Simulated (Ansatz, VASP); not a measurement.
## One calculation of Sb2Br4O, two programs

The input INCAR:

```
  PREC = Accurate
  ENCUT = 520
  EDIFF = 1E-6
  ISMEAR = 1
  SIGMA = 0.2699
  LREAL = False
  LASPH = True
  NELM = 60
  ALGO = Normal
  ISIF = 2
  LWAVE = False
  LCHARG = False
  GGA = PE
  NBANDS = 31
```

The input KPOINTS:

```
Automatic mesh
0
Gamma
  6 6 6
```

The input POSCAR:

```
Sb2Br4O
1.0
    0.0000000000      4.8928780000      0.0000000000
    4.8928780000      0.0000000000      0.0000000000
    2.4464390000      2.4464390000     -8.5816650000
Br O Sb
4 1 2
Direct
    0.3275100000      0.3275100000      0.3449800000
    0.6724900000      0.6724900000      0.6550200000
    0.5000000000      0.0000000000      0.0000000000
    0.0000000000      0.5000000000      0.0000000000
    0.5000000000      0.5000000000      0.0000000000
    0.1368000000      0.1368000000      0.7264000000
    0.8632000000      0.8632000000      0.2736000000
```

Input for Ansatz:

```yaml
crystal:
  lattice:
    - [0.0, 4.892878, 0.0]
    - [4.892878, 0.0, 0.0]
    - [2.446439, 2.446439, -8.581665]
  atoms:
    - { symbol: Br, position: [0.32751, 0.32751, 0.34498] }
    - { symbol: Br, position: [0.67249, 0.67249, 0.65502] }
    - { symbol: O, position: [0.5, 0.5, 0.0] }
    - { symbol: Sb, position: [0.1368, 0.1368, 0.7264] }
    - { symbol: Sb, position: [0.8632, 0.8632, 0.2736] }
    - { symbol: Br, position: [0.5, 0.0, 0.0] }
    - { symbol: Br, position: [0.0, 0.5, 0.0] }
  symmetry: { tolerance: 0.0003 }
kpoints:
  mp_grid: { grid: [6, 6, 6], shift: [0, 0, 0] }
magnetization:
  spin_polarized: false
scf:
  occupations: { method: cold, width: 0.2699 }
  n_extra_bands: 8
hamiltonian:
  pseudopotentials: { kind: paw }
  xc: pbe
basis:
  ecutwfc: 420
output:
  forces: true
  stress: true
  eigenvalues: true
  write_density: true
  write_potential: true
  elf: true
  volumetric_format: npy
```

Alike in both runs: task single point; functional PBE; k mesh 6 × 6 × 6; no spin polarisation.

|  | VASP | Ansatz |
| --- | --- | --- |
| version | VASP 6.6.1 | Ansatz 0.2.0 |
| potentials or method | VASP PAW PBE potentials, release 64 (Br, O, Sb), cutoff 520 eV | PAW plane waves |
| occupations | methfessel-paxton of order 1, width 0.2699 eV | cold, width 0.2699 eV |
| valence electrons in the cell | 44 | 64 |

```tsv
	VASP	Ansatz	Ansatz less VASP
gap on the k mesh at the Fermi level (eV)	none	none	-
pressure (GPa)	-5.6	-5.5	+0.09
rms of the force components (eV/Å)	0.243	0.247	+0.0040
```

A gap of «none» marks a metal or a gap that the smearing closes. VASP's potentials hold 44 valence electrons a cell and Ansatz's 64, so a difference there can come from the potentials and not from the codes.

Neither program's run includes spin-orbit coupling.
